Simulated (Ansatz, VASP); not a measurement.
**Two plane-wave programs on AlN**

```xyz
2
Lattice="0.0000 2.1849 2.1849 2.1849 0.0000 2.1849 2.1849 2.1849 0.0000" Properties=species:S:1:pos:R:3 pbc="T T T"
Al    0.0000    0.0000    0.0000
N     1.0924    1.0924    1.0924
```

Alike in both runs: functional r2SCAN; k mesh 15 × 15 × 15; occupations fermi-dirac, width 0.08 eV; no spin polarisation.

Ansatz relaxed the structure, and its values are those at the end. VASP's run is a single point on that final structure, the one shown.

|  | VASP | Ansatz |
| --- | --- | --- |
| version | VASP 6.6.1 | Ansatz 0.2.0 |
| potentials or method | VASP PAW PBE potentials, release 64 (Al, N) | PAW with Ansatz's default frozen-core files, scalar-relativistic |
| plane-wave cutoff (eV) | 520 | 500 |
| valence electrons in the cell | 8 | 8 |

Ansatz gave:

```
gap on the k mesh at the Fermi level (eV) : 4.01
pressure (GPa)                            : 0.0
```

**Question.** Which values does VASP return?

**Answer.** gap on the k mesh at the Fermi level (eV): 4.00; pressure (GPa): -0.4.

VASP's potentials were made for PBE, not for r2SCAN. The functional is the same, so the differences come from potentials, cutoffs and numerics.
